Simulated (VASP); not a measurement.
## AlNi: single point with r2SCAN

AlNi:

```
CELL_PARAMETERS angstrom
2.90008 0.00000 0.00000
0.00000 2.90008 0.00000
0.00000 0.00000 2.90008
ATOMIC_POSITIONS crystal
Ni 0.50000 0.50000 0.50000
Al 0.00000 0.00000 0.00000
```

```json
{
  "Program": "VASP 6.6.1",
  "Task": "single point",
  "Functional": "r2SCAN",
  "Potentials or basis": "VASP PAW PBE potentials, release 64 (Ni, Al)",
  "Cutoff": "520 eV",
  "k mesh": "9 × 9 × 9",
  "Occupations": "fermi-dirac, width 0.05 eV",
  "Spin": "collinear spin, ferromagnetic start",
  "Starting moments": "[1.0, 0.0] μB",
  "Dipole correction": "no",
  "Further INCAR settings": "ALGO = Normal; EDIFF = 1e-06; NBANDS = 18"
}
```

```yaml
Pressure: -6.5 GPa
Net_moment: 0.00 μB per cell
Valence_electrons_inside_the_program's_atomic_spheres: Ni 9.48; Al 0.79
```

Levels at points of the mesh, in eV from the Fermi level:
Spin up:
```csv
k point,band 4,band 5,band 6,band 7,band 8,band 9
"(0.00, 0.00, 0.00)",-1.59,-1.59,-1.59,5.79,5.79,5.79
```
Spin down:
```tsv
k point	band 4	band 5	band 6	band 7	band 8	band 9
(0.00, 0.00, 0.00)	-1.59	-1.59	-1.59	5.79	5.79	5.79
```

Wall time 52 s on 1 thread of Intel Xeon 6975P-C, on a shared host, peak memory 0.17 GiB.

Caveat: the PAW data sets were made with another functional, which shifts forces and pressure a little.
